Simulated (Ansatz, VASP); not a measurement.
# ZnS: VASP beside Ansatz

```
Zn S
1.0
     3.75135    0.00000    0.00000
    -1.87568    3.24877    0.00000
     0.00000    0.00000    6.16045
Zn S
2 2
Cartesian
  0.0000 2.1658 0.0342
  1.8757 1.0829 3.1144
  0.0000 2.1658 2.3376
  1.8757 1.0829 5.4178
```

Alike in both runs: task single point; functional PBEsol; k mesh 6 × 6 × 4; no spin polarisation.

|  | VASP | Ansatz |
| --- | --- | --- |
| version | VASP 6.6.1 | Ansatz 0.2.0 |
| potentials or method | VASP PAW PBE potentials, release 64 (Zn, S), cutoff 520 eV | all-electron LAPW, scalar-relativistic |
| occupations | gaussian, width 0.01 eV | fixed |

|  | VASP | Ansatz | Ansatz less VASP |
| --- | --- | --- | --- |
| gap on the k mesh at the Fermi level (eV) | 2.27 | 2.26 | -0.004 |
| pressure (GPa) | 2.3 | 2.0 | -0.25 |

VASP's potentials were made for PBE, not for PBEsol. Ansatz ran all-electron here, and VASP with PAW potentials.
